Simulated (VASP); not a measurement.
# Ir (Fm-3m) in VASP: further runs

The runs below take Ir through single point, with BLYP+D3(BJ), BLYP+D4.

Everything below comes from runs of VASP 6.6.1. Logs are shortened: lines on timing, memory, paths and dates and some standing lists are left out, and cuts for length are marked.

### Step 1. The cell of the first run

The structure is cubic, space group Fm-3m (No. 225). The conventional cell has a = 3.859 Å, b = 3.859 Å, c = 3.859 Å, α = 90.00°, β = 90.00°, γ = 90.00°. Within 3.6 Å of Ir (site symmetry m-3m) lie 12 Ir at 2.73 Å.

### Step 2. Single point, BLYP+D3(BJ)

File INCAR:

```
PREC     = Accurate       # precision mode
ENCUT    = 520            # plane-wave cutoff, eV
EDIFF    = 1E-6           # SCF threshold, eV
ISMEAR   = -1             # smearing method
SIGMA    = 0.05           # smearing width, eV
LREAL    = False          # projectors in reciprocal space
LASPH    = True           # aspherical terms in the spheres
NELM     = 80             # most SCF steps
ALGO     = Normal         # electronic algorithm
ISIF     = 2              # what is computed and relaxed
LWAVE    = False          # write WAVECAR
LCHARG   = False          # write CHGCAR
GGA      = B5             # functional
ALDAX    = 1.0          
AGGAX    = 1.0          
AGGAC    = 1.0          
ALDAC    = 0.0          
IVDW     = 12             # dispersion correction
VDW_S6   = 1.0          
VDW_S8   = 2.6996       
VDW_A1   = 0.4298       
VDW_A2   = 4.2359       
NBANDS   = 10             # bands
```

File KPOINTS:

```
regular mesh
0
Gamma
  12 12 12
```

File POSCAR:

```
Ir
1.0
    0.0000000000      1.9293449310      1.9293449310
    1.9293449310      0.0000000000      1.9293449310
    1.9293449310      1.9293449310      0.0000000000
Ir
1
Direct
    0.0000000000      0.0000000000      0.0000000000
```

Potentials or basis: VASP PAW PBE potentials, release 64 (Ir).

Run with:

```console
$ cat potpaw_PBE.64/Ir/POTCAR > POTCAR
$ mpirun -np 1 vasp_std > vasp.out
```

OUTCAR:

```text
PREC = Accurate
   ENCUT = 520
   EDIFF = 1E-6
   ISMEAR = -1
   LREAL = False
   LASPH = True
   NELM = 80
   ISIF = 2
   GGA = B5
   IVDW = 12
 IVDW          = 12

 ion  position               nearest neighbor table
   1  0.000  0.000  0.000-

  LATTYP: Found a face centered cubic cell.
 ALAT       =     3.8586898620

  Lattice vectors:

 A1 = (   0.0000000000,   1.9293449310,   1.9293449310)
 A2 = (   1.9293449310,   0.0000000000,   1.9293449310)
 A3 = (   1.9293449310,   1.9293449310,   0.0000000000)

Analysis of symmetry for initial positions (statically):
[... 5 lines left out ...]
 face centered cubic supercell.

 Subroutine GETGRP returns: Found 48 space group operations
 (whereof 48 operations were pure point group operations)
 out of a pool of 48 trial point group operations.

The static configuration has the point symmetry O_h .

Analysis of symmetry for dynamics (positions and initial velocities):
[... 5 lines left out ...]
 face centered cubic supercell.

 Subroutine GETGRP returns: Found 48 space group operations
 (whereof 48 operations were pure point group operations)
 out of a pool of 48 trial point group operations.

The dynamic configuration has the point symmetry O_h .

 Subroutine INISYM returns: Found 48 space group operations
 (whereof 48 operations are pure point group operations),
 and found     1 'primitive' translations

----------------------------------------------------------------------------------------

                                     Primitive cell

  volume of cell :      14.3635

  direct lattice vectors                    reciprocal lattice vectors
     0.000000000  1.929344931  1.929344931    -0.259155318  0.259155318  0.259155318
     1.929344931  0.000000000  1.929344931     0.259155318 -0.259155318  0.259155318
     1.929344931  1.929344931  0.000000000     0.259155318  0.259155318 -0.259155318

  length of vectors
     2.728505768  2.728505768  2.728505768     0.448870179  0.448870179  0.448870179

  position of ions in fractional coordinates (direct lattice)
     0.000000000  0.000000000  0.000000000

  ion indices of the primitive-cell ions
   primitive index   ion index
                 1           1

----------------------------------------------------------------------------------------

 KPOINTS: regular mesh

Automatic generation of k-mesh.
 Grid dimensions read from file:
 generate k-points for:   12   12   12

 Generating k-lattice:

  Cartesian coordinates                     Fractional coordinates (reciprocal lattice)
    -0.021596277  0.021596277  0.021596277     0.083333333  0.000000000  0.000000000
     0.021596277 -0.021596277  0.021596277     0.000000000  0.083333333  0.000000000
     0.021596277  0.021596277 -0.021596277     0.000000000  0.000000000  0.083333333

  Length of vectors
     0.037405848  0.037405848  0.037405848

  Shift w.r.t. Gamma in fractional coordinates (k-lattice)
     0.000000000  0.000000000  0.000000000

 Subroutine IBZKPT returns following result:
 ===========================================

 Found     72 irreducible k-points:

 Following reciprocal coordinates:
            Coordinates               Weight
  0.000000  0.000000  0.000000      1.000000
  0.083333  0.000000  0.000000      8.000000
  0.166667  0.000000  0.000000      8.000000
  0.250000  0.000000  0.000000      8.000000
  0.333333  0.000000  0.000000      8.000000
  0.416667  0.000000  0.000000      8.000000
[... 16 lines left out ...]
  0.500000  0.166667  0.000000     24.000000
 -0.416667  0.166667  0.000000     24.000000
 [... further k-points ...]
   k-points           NKPTS =     72   k-points in BZ     NKDIM =     72   number of bands    NBANDS=     10
   number of dos      NEDOS =    301   number of ions     NIONS =      1
   total plane-waves  NPLWV =   8000
   dimension x,y,z NGX =    20 NGY =   20 NGZ =   20
   dimension x,y,z NGXF=    40 NGYF=   40 NGZF=   40
   ions per type =               1
   NGX,Y,Z   is equivalent  to a cutoff of  12.19, 12.19, 12.19 a.u.
   NGXF,Y,Z  is equivalent  to a cutoff of  24.37, 24.37, 24.37 a.u.
 SYSTEM =  unknown system
   PREC   = accura    normal or accurate (medium, high low for compatibility)
   ISTART =      0    job   : 0-new  1-cont  2-samecut
   ICHARG =      2    charge: 1-file 2-atom 10-const
   ISPIN  =      1    spin polarized calculation?
   LNONCOLLINEAR =      F non collinear calculations
   LSORBIT =      F    spin-orbit coupling
   LASPH  =      T    aspherical Exc in radial PAW
   ENCUT  =  520.0 eV  38.22 Ry    6.18 a.u.   5.07  5.07  5.07*2*pi/ulx,y,z
   NELM   =     80;   NELMIN=  2; NELMDL= -5     # of ELM steps
   EDIFF  = 0.1E-05   stopping-criterion for ELM
   LREAL  =      F    real-space projection
   EDIFFG = 0.1E-04   stopping-criterion for IOM
   NSW    =      0    number of steps for IOM
   IBRION =     -1    ionic relax: 0-MD 1-quasi-New 2-CG
   NFREE  =      0    steps in history (QN), initial steepest desc. (CG)
   ISIF   =      2    stress and relaxation
   ISYM   =      2    0-nonsym 1-usesym 2-fastsym
   POTIM  = 0.5000    time-step for ionic-motion
   TEBEG  =    0.0;   TEEND  =   0.0 temperature during run
   PSTRESS=    0.0 pullay stress
   NELECT =       9.0000    total number of electrons
   NUPDOWN=      -1.0000    fix difference up-down
   EMIN   =  10.00;   EMAX   =-10.00  energy-range for DOS
[... 5 lines left out ...]
     AMIX     =   0.40;   BMIX     =  1.00
     AMIX_MAG =   1.60;   BMIX_MAG =  1.00
  volume/ion in A,a.u.               =      14.36        96.93
  Fermi-wavevector in a.u.,A,eV,Ry     =   1.400885  2.647289 26.701141  1.962479
  Thomas-Fermi vector in A             =   2.523801
   LORBIT       =      0    0 simple, 1 ext, 2 COOP (PROOUT), +10 PAW based schemes
   GGA     = B5    functional components
   LHFCALC =     F    Hartree Fock is set to
   AEXX    =    0.0000 exact exchange contribution
   IVDW    =    12    specifies the selected vdW correction
   LEPSILON=     F    determine dielectric tensor
   LRPA    =     F    only Hartree local field effects (RPA)
 non-spin polarized calculation
  energy-cutoff  :      520.00
  volume of cell :       14.36
 maximum number of plane-waves:       397
   NGX = 11   NGY = 11   NGZ = 11

 number of electron       9.0000000 magnetization

 Free energy of the ion-electron system (eV)
  ---------------------------------------------------
  ext. energy  EPLUGINS =         0.00000000
  ---------------------------------------------------
  free energy    TOTEN  =        -7.39655895 eV

  energy without entropy =       -7.39171446  energy(sigma->0) =       -7.39413671

 E-fermi :  10.7492     XC(G=0): -13.1874

 val. band max:       10.7328321689   @ k =  -0.3333   0.3333   0.0000
 cond. band min:      10.7533640474   @ k =  -0.2500   0.0833   0.0000
 fundamental gap:      0.0205318785
 Fermi energy:        10.7491946050

 k-point     1 :       0.0000    0.0000    0.0000
  band No.  band energies     occupation
      1      -0.0186      2.00000
      2       6.9189      2.00000
      3       6.9189      2.00000
      4       6.9189      2.00000
      5       9.5283      2.00000
      6       9.5283      2.00000
      7      25.4209      0.00000
      8      30.7844      0.00000
      9      30.7844      0.00000
     10      30.7844      0.00000

 k-point     2 :       0.0833    0.0000    0.0000
  band No.  band energies     occupation
      1       0.2839      2.00000
      2       6.7711      2.00000
      3       7.0466      2.00000
      4       7.0466      2.00000
      5       9.4522      2.00000
      6       9.4522      2.00000
      7      25.9293      0.00000
      8      29.4173      0.00000
      9      31.2778      0.00000
     10      31.2778      0.00000

 k-point     3 :       0.1667    0.0000    0.0000
  band No.  band energies     occupation
      1       1.1122      2.00000
      2       6.4803      2.00000
      3       7.3056      2.00000
      4       7.3056      2.00000
      5       9.3838      2.00000
      6       9.3838      2.00000
      7      26.9641      0.00000
      8      27.3058      0.00000
      9      32.6535      0.00000
     10      32.6535      0.00000

 k-point     4 :       0.2500    0.0000    0.0000
  band No.  band energies     occupation
      1       2.1434      2.00000
      2       6.4985      2.00000
      3       7.3543      2.00000
      4       7.3543      2.00000
      5       9.7211      2.00000
      6       9.7211      2.00000
      7      24.7384      0.00000
      8      27.7319      0.00000
      9      34.4458      0.00000
     10      34.4470      0.00000

 k-point     5 :       0.3333    0.0000    0.0000
  band No.  band energies     occupation
      1       2.7681      2.00000
      2       7.1370      2.00000
      3       7.1370      2.00000
      4       7.4667      2.00000
      5      10.4932      1.98811
      6      10.4932      1.98811
      7      22.1011      0.00000
      8      26.5170      0.00000
      9      33.2583      0.00000
     10      33.2583      0.00000

 k-point     6 :       0.4167    0.0000    0.0000
  band No.  band energies     occupation
      1       2.8806      2.00000
      2       6.9109      2.00000
      3       6.9109      2.00000
      4       9.2437      2.00000
      5      11.2625      0.00007
      6      11.2625      0.00007
      7      19.3311      0.00000
      8      25.3696      0.00000
      9      31.2684      0.00000
     10      31.2684      0.00000
[... 183 lines left out ...]
 k-point    21 :       0.3333    0.1667    0.0000
  band No.  band energies     occupation
      1       3.2808      2.00000
      2       5.5155      2.00000
      3       7.0081      2.00000
      4       8.2003      2.00000
      5      10.1272      1.99999
      6      10.8831      0.12854
      7      24.5718      0.00000
      8      28.5002      0.00000
      9      29.7494      0.00000
     10      31.7308      0.00000

 k-point    22 :       0.4167    0.1667    0.0000
  band No.  band energies     occupation
      1       3.6681      2.00000
      2       6.1170      2.00000
      3       6.7484      2.00000
      4       7.9753      2.00000
      5      11.5052      0.00000
      6      11.9372      0.00000
      7      21.2264      0.00000
      8      27.2561      0.00000
      9      29.0556      0.00000
     10      31.2107      0.00000

 k-point    23 :       0.5000    0.1667    0.0000
  band No.  band energies     occupation
      1       3.7272      2.00000
      2       6.1086      2.00000
      3       7.5930      2.00000
      4       7.7424      2.00000
      5      11.6647      0.00000
      6      13.9987      0.00000
      7      18.2604      0.00000
      8      26.5198      0.00000
      9      29.0689      0.00000
     10      29.6167      0.00000

 k-point    24 :      -0.4167    0.1667    0.0000
  band No.  band energies     occupation
      1       3.7946      2.00000
      2       6.1248      2.00000
      3       7.6326      2.00000
      4       7.9493      2.00000
      5      11.1568      0.00058
      6      14.5852      0.00000
      7      17.9198      0.00000
      8      26.2990      0.00000
      9      28.3773      0.00000
     10      30.2879      0.00000

 [... further k-points ...]

------------------------ aborting loop because EDIFF is reached ----------------------------------------

 Edisp (eV)   -1.69867

 E8    (eV) :    -1.2867

  FORCE on cell =-STRESS in cart. coord.  units (eV):
  Direction    XX          YY          ZZ          XY          YZ          ZX
  --------------------------------------------------------------------------------------
  -------------------------------------------------------------------------------------
  Total       0.27488     0.27488     0.27488     0.00000     0.00000     0.00000
  in kB      30.66173    30.66173    30.66173     0.00000     0.00000     0.00000
  external pressure =       30.66 kB  Pullay stress =        0.00 kB

 VOLUME and BASIS-vectors are now :
 -----------------------------------------------------------------------------
  energy-cutoff  :      520.00
  volume of cell :       14.36
      direct lattice vectors                 reciprocal lattice vectors
     0.000000000  1.929344931  1.929344931    -0.259155318  0.259155318  0.259155318
     1.929344931  0.000000000  1.929344931     0.259155318 -0.259155318  0.259155318
     1.929344931  1.929344931  0.000000000     0.259155318  0.259155318 -0.259155318

 POSITION                                       TOTAL-FORCE (eV/Angst)
 -----------------------------------------------------------------------------------
      0.00000      0.00000      0.00000         0.000000     -0.000000     -0.000000
 -----------------------------------------------------------------------------------
    total drift:                                0.000000     -0.000000     -0.000000

  FREE ENERGIE OF THE ION-ELECTRON SYSTEM (eV)
  ---------------------------------------------------
  free  energy   TOTEN  =        -9.0952307106 eV

  energy  without entropy=       -9.0903862143  energy(sigma->0) =       -9.09280846
```

Run time: 10 s. Hardware: 1 thread of Intel Xeon Platinum 8488C (Sapphire Rapids), shared host; peak memory 0.14 GiB.

Results:

```
Free energy                : -9.0952 eV
Pressure                   : 3.1 GPa
Dispersion energy per atom : -1.699 eV
```

Caveat: the PAW data sets were made with another functional, which shifts forces and pressure a little; spin-orbit coupling is left out, which moves the levels of the heavy elements; pairwise dispersion overbinds metals, which lowers pressure and volume.

### Step 3. Single point, BLYP+D4

File INCAR:

```
PREC = Accurate
ENCUT = 520
EDIFF = 1E-6
ISMEAR = -1
SIGMA = 0.05
LREAL = F
LASPH = T
NELM = 60
ALGO = Normal
ISIF = 2
LWAVE = F
LCHARG = F
GGA = B5
ALDAX = 1.0
AGGAX = 1.0
AGGAC = 1.0
ALDAC = 0.0
IVDW = 13
VDW_S6 = 1.0
VDW_S8 = 2.34076671
VDW_A1 = 0.44488865
VDW_A2 = 4.0933009
NBANDS = 10
```

File KPOINTS:

```
Automatic mesh
0
Gamma
  12 12 12
```

File POSCAR:

```
Ir
1.0
    0.0000000000      1.9304700784      1.9304700784
    1.9304700784      0.0000000000      1.9304700784
    1.9304700784      1.9304700784      0.0000000000
Ir
1
Direct
    0.0000000000      0.0000000000      0.0000000000
```

Potentials or basis: VASP PAW PBE potentials, release 64 (Ir).

Run with:

```console
$ cat potpaw_PBE.64/Ir/POTCAR > POTCAR
$ mpirun -np 1 vasp_std > vasp.out
```

Run time: 10 s. Hardware: 1 thread of Intel Xeon Platinum 8488C (Sapphire Rapids), shared host; peak memory 0.13 GiB.

The run converged. Its results:

* Free energy: -9.1676 eV
* Pressure: 3.0 GPa
* Dispersion energy per atom: -1.768 eV

Levels at points of the mesh, in eV from the Fermi level:
```csv
k point,band 1,band 2,band 3,band 4,band 5,band 6,band 7,band 8
"(0.00, 0.00, 0.00)",-10.75,-3.82,-3.82,-3.82,-1.22,-1.22,14.68,20.03
"(0.50, 0.00, 0.00)",-7.86,-3.92,-3.92,-0.40,0.83,0.83,7.12,14.24
"(0.50, 0.50, 0.00)",-7.66,-7.14,0.80,1.40,1.40,1.97,10.31,11.80
```

Caveat: the PAW data sets were made with another functional, which shifts forces and pressure a little; spin-orbit coupling is left out, which moves the levels of the heavy elements; pairwise dispersion overbinds metals, which lowers pressure and volume.
